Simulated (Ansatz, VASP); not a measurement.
**P: VASP beside Ansatz**

```
P
1.0
     0.00000    2.54741    2.54741
     2.54741    0.00000    2.54741
     2.54741    2.54741    0.00000
P
2
Direct
  0.87500 0.87500 0.87500
  0.12500 0.12500 0.12500
```

Change from the starting cell: volume scaled by 0.8, crystal datasets.

Alike in both runs: task single point; functional PBE; k mesh 12 × 12 × 12; occupations fermi-dirac, width 0.1 eV; no spin polarisation.

|  | VASP | Ansatz |
| --- | --- | --- |
| version | VASP 6.6.1 | Ansatz 0.2.0 |
| potentials or method | VASP PAW PBE potentials, release 64 (P), cutoff 520 eV | all-electron PAW with datasets made for the crystal, scalar-relativistic |

|  | VASP | Ansatz | Ansatz less VASP |
| --- | --- | --- | --- |
| pressure (GPa) | 14.2 | 14.5 | +0.30 |

Ansatz ran all-electron here, and VASP with PAW potentials. Ansatz's warnings: printed levels off.
